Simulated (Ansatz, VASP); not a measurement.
# NaF: VASP beside Ansatz

Contents of POSCAR:

```
NaF
1.0
    2.8599701471      0.0000000000      0.0000000000
    0.0000000000      2.8599701471      0.0000000000
    0.0000000000      0.0000000000      2.8599701471
Na F
1 1
Direct
    0.0000000000      0.0000000000      0.0000000000
    0.5000000000      0.5000000000      0.5000000000
```

The input INCAR.step1:

```
PREC = Accurate
ENCUT = 520
EDIFF = 1E-5
ISMEAR = 0
SIGMA = 0.01
LREAL = F
LASPH = T
NELM = 80
ALGO = Normal
ISIF = 2
LWAVE = T
LCHARG = F
GGA = PE
NBANDS = 14
```

File INCAR.step2:

```
PREC = Accurate
ENCUT = 520
EDIFF = 1E-6
ISMEAR = 0
SIGMA = 0.01
LREAL = F
LASPH = T
NELM = 80
ALGO = Normal
ISIF = 2
LWAVE = F
LCHARG = F
GGA = PE
LHFCALC = T
HFSCREEN = 0.2079
PRECFOCK = Normal
ISTART = 1
NBANDS = 14
```

The input KPOINTS:

```
Automatic mesh
0
Gamma
  6 6 6
```

Input for Ansatz:

```yaml
crystal:
  lattice:
    - [2.8599701471, 0.0, 0.0]
    - [0.0, 2.8599701471, 0.0]
    - [0.0, 0.0, 2.8599701471]
  atoms:
    - { symbol: Na, position: [0.0, 0.0, 0.0] }
    - { symbol: F, position: [0.5, 0.5, 0.5] }
kpoints:
  mp_grid: { grid: [6, 6, 6] }
  band_path:
    path: [[0.0, 0.0, 0.0], [0.0, 0.5, 0.0], [0.5, 0.5, 0.0], [0.5, 0.5, 0.5]]
    npoints: 1
hamiltonian:
  xc: hse06
scf:
  occupations: { method: fixed }
  n_extra_bands: 4
output:
  forces: true
  stress: true
  eigenvalues: true
```

Change from the starting cell: hydrostatic strain +2.4%.

Alike in both runs: task single point; functional HSE06; k mesh 6 × 6 × 6; no spin polarisation.

|  | VASP | Ansatz |
| --- | --- | --- |
| version | VASP 6.6.1 | Ansatz 0.2.0 |
| potentials or method | VASP PAW PBE potentials, release 64 (Na_pv, F) | plane waves, PAW |
| plane-wave cutoff (eV) | 520 | 420 |
| occupations | gaussian, width 0.01 eV | fixed |
| valence electrons in the cell | 14 | 16 |

Ansatz gave:

```
gap on the k mesh at the Fermi level (eV) : 7.85
pressure (GPa)                            : -1.9
```

Problem. Estimate VASP's values.

Solution. gap on the k mesh at the Fermi level (eV): 7.82; pressure (GPa): -1.9.

VASP's potentials hold 14 valence electrons a cell and Ansatz's 16, so a difference there can come from the potentials and not from the codes. Ansatz's warnings: stress exchange threshold loose, stress scf threshold loose.
